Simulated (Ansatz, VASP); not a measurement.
One calculation of TaN, two programs

```xyz
4
Lattice="3.0088 0.0000 0.0000 -1.5044 2.6057 0.0000 0.0000 0.0000 4.8732" Properties=species:S:1:pos:R:3 pbc="T T T"
Ta    0.0000    1.7371    0.0000
Ta    1.5044    0.8686    2.4366
N     0.0000    1.7371    1.8762
N     1.5044    0.8686    4.3128
```

Change from the starting cell: volume scaled by 0.96, crystal datasets.

Alike in both runs: task electric field gradients; functional PBEsol; k mesh 9 × 9 × 5; occupations fermi-dirac, width 0.01 eV; no spin polarisation.

```csv
,VASP,Ansatz
version,VASP 6.6.1,Ansatz 0.2.0
potentials or method,"VASP PAW PBE potentials, release 64 (Ta_pv, N), cutoff 520 eV","all-electron PAW with datasets made for the crystal, scalar-relativistic"
```

|  | VASP | Ansatz | Ansatz less VASP |
| --- | --- | --- | --- |
| pressure (GPa) | 161.1 | 154.0 | -7.13 |
| traceless stress, the component that is largest in VASP (GPa) | -19.95 | -19.16 | +0.793 |
| rms of the force components (eV/Å) | 1.384 | 1.350 | -0.0338 |
| size of Vzz on the site where it differs most (V/Å²) | 127.0 | 122.0 | -5.03 |

VASP's potentials were made for PBE, not for PBEsol. Atom by atom the forces differ by 0.034 eV/Å (rms over components). Both programs put the cell under a high pressure, so it lies far from rest at this level. Ansatz ran all-electron here, and VASP with PAW potentials.

Neither program's run includes spin-orbit coupling. Noted on VASP's run: the cell as given lies far from equilibrium.
